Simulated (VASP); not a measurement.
Here is a VASP 6.6.1 calculation.

File INCAR:

```
SYSTEM = PbSe
PREC = Accurate ; ENCUT = 520
EDIFF = 1E-6 ; ISMEAR = 0
SIGMA = 0.1 ; LREAL = .False.
LASPH = .True. ; NELM = 60
ALGO = Normal ; ISIF = 2
LWAVE = .False. ; LCHARG = .False.
GGA = PE ; ISYM = 0
NBANDS = 17
```

The input KPOINTS:

```
Automatic mesh
0
Gamma
  8 8 11
  0 0 0
```

The input POSCAR:

```
PbSe
1.0
    4.3772217378      0.0000000000      0.0000000000
    0.0000000000      4.3772217378      0.0000000000
    2.1886108689      2.1886108689      3.1255717329
Pb Se
1 1
Direct
    0.0000000000      0.0000000000      0.0000000000
    0.5000000000      0.5000000000      0.0000000000
```

Potentials or basis: VASP PAW PBE potentials, release 64 (Pb_d, Se).

The run is started by

```sh
$ cat potpaw_PBE.64/Pb_d/POTCAR potpaw_PBE.64/Se/POTCAR > POTCAR
$ mpirun -np 1 vasp_std > vasp.out
```

Question: What does it give for the band gap on the k mesh?

Answer: 0.43 eV.

Question: Predict the pressure.

Answer: 0.2 GPa.

Stress tensor (GPa, compression positive):
```
 0.49  0.00  0.00
 0.00  0.49  0.00
 0.00  0.00 -0.50
```

Caveat: spin-orbit coupling is left out, which moves the levels of the heavy elements. A k mesh can miss the band edges.
